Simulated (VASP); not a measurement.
I: single point with PBEsol

The system is I.

```
CELL_PARAMETERS angstrom
3.08124 0.00000 0.00000
-1.54062 2.66843 0.00000
0.00000 0.00000 5.47145
ATOMIC_POSITIONS crystal
I 0.33333 0.66667 0.25000
I 0.66667 0.33333 0.75000
```

```yaml
Program: VASP 6.6.1
Task: single point
Functional: PBEsol
Potentials_or_basis: VASP PAW PBE potentials, release 64 (I)
Cutoff: 520 eV
k_mesh: 8 × 8 × 5
Occupations: fermi-dirac, width 0.05 eV
Spin: no spin polarisation
```

| Item | Value |
| --- | --- |
| Pressure | 30.0 GPa |
| Band gap on the k mesh | zero (bands 7 and 8 overlap by 5.28 eV) |

Levels at points of the mesh, in eV from the Fermi level:
```csv
k point,band 5,band 6,band 7,band 8,band 9,band 10
"(0.00, 0.00, 0.00)",1.75,1.75,2.94,2.94,7.71,7.83
"(0.50, 0.00, 0.00)",-4.50,-2.18,-1.57,0.76,3.95,6.07
```

It took 6.2 s on 1 thread of Intel(R) Xeon(R) 6975P-C (Granite Rapids), with other jobs on the host, peak memory 0.16 GiB.

Caveat: the cell stands under pressure; the PAW data sets were made with another functional, which shifts forces and pressure a little; spin-orbit coupling is left out, which moves the levels of the heavy elements.
